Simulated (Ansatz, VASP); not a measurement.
## Pb in VASP and in Ansatz

```
CELL_PARAMETERS angstrom
0.00000 2.49133 2.49133
2.49133 0.00000 2.49133
2.49133 2.49133 0.00000
ATOMIC_POSITIONS crystal
Pb 0.00000 0.00000 0.00000
```

Alike in both runs: task single point; functional PBEsol; k mesh 14 × 14 × 14; occupations gaussian, width 0.1 eV; no spin polarisation.

```csv
,VASP,Ansatz
version,VASP 6.6.1,Ansatz 0.2.0
potentials or method,"VASP PAW PBE potentials, release 64 (Pb_d), cutoff 520 eV","scalar-relativistic, plane waves, PAW"
valence electrons in the cell,14,14
```

|  | VASP | Ansatz | Ansatz less VASP |
| --- | --- | --- | --- |
| gap on the k mesh at the Fermi level (eV) | none | none | - |
| pressure (GPa) | -1.4 | -1.3 | +0.08 |

VASP's potentials were made for PBE, not for PBEsol. A gap of «none» marks a metal or a gap that the smearing closes. The functional is the same, so the differences come from potentials, cutoffs and numerics.

Neither program's run includes spin-orbit coupling.
